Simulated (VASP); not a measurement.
Write the native input for VASP 6.6.1 that does the following.

| Item | Value |
| --- | --- |
| Task | single point |
| Functional | r2SCAN |
| Potentials or basis | VASP PAW PBE potentials, release 64 (B, P, Al) |
| Cutoff | 520 eV |
| k mesh | 4 × 4 × 4 |
| Occupations | gaussian, width 0.01 eV |
| Spin | no spin polarisation |
| Dipole correction | no |
| Further INCAR settings | ALGO = Normal; EDIFF = 1e-06; NBANDS = 26 |

Crystal: Al3BP4.

```
CELL_PARAMETERS angstrom
5.20244 0.00000 0.00000
0.00000 5.20244 0.00000
0.00000 0.00000 5.20244
ATOMIC_POSITIONS crystal
B 0.00000 0.00000 0.00000
P 0.22680 0.22680 0.22680
P 0.77320 0.77320 0.22680
P 0.77320 0.22680 0.77320
P 0.22680 0.77320 0.77320
Al 0.50000 0.50000 0.00000
Al 0.50000 0.00000 0.50000
Al 0.00000 0.50000 0.50000
```

This cell differs from its parent crystal: volume changed by -3%.

These files were run (other wordings do the same):

POSCAR

```
Al3BP4
1.0
    5.2024416833      0.0000000000      0.0000000000
    0.0000000000      5.2024416833      0.0000000000
    0.0000000000      0.0000000000      5.2024416833
B P Al
1 4 3
Direct
    0.0000000000      0.0000000000      0.0000000000
    0.2268043483      0.2268043483      0.2268043483
    0.7731956517      0.7731956517      0.2268043483
    0.7731956517      0.2268043483      0.7731956517
    0.2268043483      0.7731956517      0.7731956517
    0.5000000000      0.5000000000      0.0000000000
    0.5000000000      0.0000000000      0.5000000000
    0.0000000000      0.5000000000      0.5000000000
```

INCAR.step1

```
SYSTEM = Al3BP4
PREC = Accurate
ENCUT = 520
ISMEAR = 0
SIGMA = 0.01
LREAL = .FALSE.
LASPH = .TRUE.
NELM = 100
NBANDS = 26
GGA = PE
ALGO = Normal
EDIFF = 1E-4
LWAVE = .TRUE.
LCHARG = .FALSE.
```

INCAR.step2

```
SYSTEM = Al3BP4
PREC = Accurate
ENCUT = 520
EDIFF = 1E-6
ISMEAR = 0
SIGMA = 0.01
LREAL = .FALSE.
LASPH = .TRUE.
NELM = 100
ALGO = Normal
ISIF = 2
LWAVE = .FALSE.
LCHARG = .FALSE.
METAGGA = R2SCAN
LMIXTAU = .TRUE.
NBANDS = 26
ISTART = 1
```

KPOINTS

```
regular mesh
0
G
  4 4 4
  0 0 0
```

Potentials or basis: VASP PAW PBE potentials, release 64 (B, P, Al).

The run is started by

```bash
$ cat potpaw_PBE.64/B/POTCAR potpaw_PBE.64/P/POTCAR potpaw_PBE.64/Al/POTCAR > POTCAR
$ cp INCAR.step1 INCAR
$ mpirun -np 1 vasp_std > vasp.out
$ cp INCAR.step2 INCAR
$ mpirun -np 1 vasp_std > vasp.out
```

Results of the run:

| Property | Result |
| --- | --- |
| Pressure | 3.0 GPa |
| Largest force | 0.026 eV/Å |
| Band gap on the k mesh | 1.37 eV, indirect (least direct gap 1.62 eV) |

Caveat: the PAW data sets were made with another functional, which shifts forces and pressure a little.

Wall time 110 s on 1 thread of Intel Xeon 6975P-C, on a shared host, peak memory 0.27 GiB.
